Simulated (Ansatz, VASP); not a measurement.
**YAl3N4: VASP beside Ansatz**

Contents of INCAR:

```
PREC = Accurate
ENCUT = 520
EDIFF = 1E-7
ISMEAR = 0
SIGMA = 0.1
LREAL = False
LASPH = True
NELM = 100
ALGO = Normal
ISIF = 2
LWAVE = False
LCHARG = False
GGA = PE
NBANDS = 30
```

The input KPOINTS:

```
Automatic mesh
0
Gamma
  4 4 4
```

The input POSCAR:

```
YAl3N4
1.0
    4.8166802000      0.0000000000      0.0000000000
    0.0000000000      4.8166802000      0.0000000000
    0.0000000000      0.0000000000      4.8166802000
Y Al N
1 3 4
Direct
    0.0000000000      0.0000000000      0.0000000000
    0.0000000000      0.5000000000      0.5000000000
    0.5000000000      0.0000000000      0.5000000000
    0.5000000000      0.5000000000      0.0000000000
    0.2500000000      0.2500000000      0.7500000000
    0.2500000000      0.7500000000      0.2500000000
    0.7500000000      0.2500000000      0.2500000000
    0.7500000000      0.7500000000      0.7500000000
```

Input for Ansatz:

```yaml
crystal:
  lattice:
    - [4.8166802, 0.0, 0.0]
    - [0.0, 4.8166802, 0.0]
    - [0.0, 0.0, 4.8166802]
  atoms:
    - { symbol: "Y", position: [0.0, 0.0, 0.0] }
    - { symbol: Al, position: [0.0, 0.5, 0.5] }
    - { symbol: Al, position: [0.5, 0.0, 0.5] }
    - { symbol: Al, position: [0.5, 0.5, 0.0] }
    - { symbol: "N", position: [0.25, 0.25, 0.75] }
    - { symbol: "N", position: [0.25, 0.75, 0.25] }
    - { symbol: "N", position: [0.75, 0.25, 0.25] }
    - { symbol: "N", position: [0.75, 0.75, 0.75] }
basis:
  ecutwfc: 420
kpoints:
  mp_grid: { grid: [4, 4, 4] }
hamiltonian:
  xc: pbe
scf:
  occupations: { method: gaussian, width: 0.1 }
  lower_state_search: "off"
output:
  forces: true
  stress: true
  eigenvalues: true
```

Alike in both runs: task single point; functional PBE; k mesh 4 × 4 × 4; occupations gaussian, width 0.1 eV; no spin polarisation.

|  | VASP | Ansatz |
| --- | --- | --- |
| version | VASP 6.6.1 | Ansatz 0.2.0 |
| potentials or method | VASP PAW PBE potentials, release 64 (Y_sv, Al, N), cutoff 520 eV | scalar-relativistic, plane waves, PAW |
| valence electrons in the cell | 40 | 40 |

|  | VASP | Ansatz | Ansatz less VASP |
| --- | --- | --- | --- |
| gap on the k mesh at the Fermi level (eV) | 1.97 | 1.97 | +0.006 |
| least direct gap on the mesh (eV) | 2.64 | 2.65 | +0.005 |
| pressure (GPa) | -9.3 | -9.1 | +0.19 |
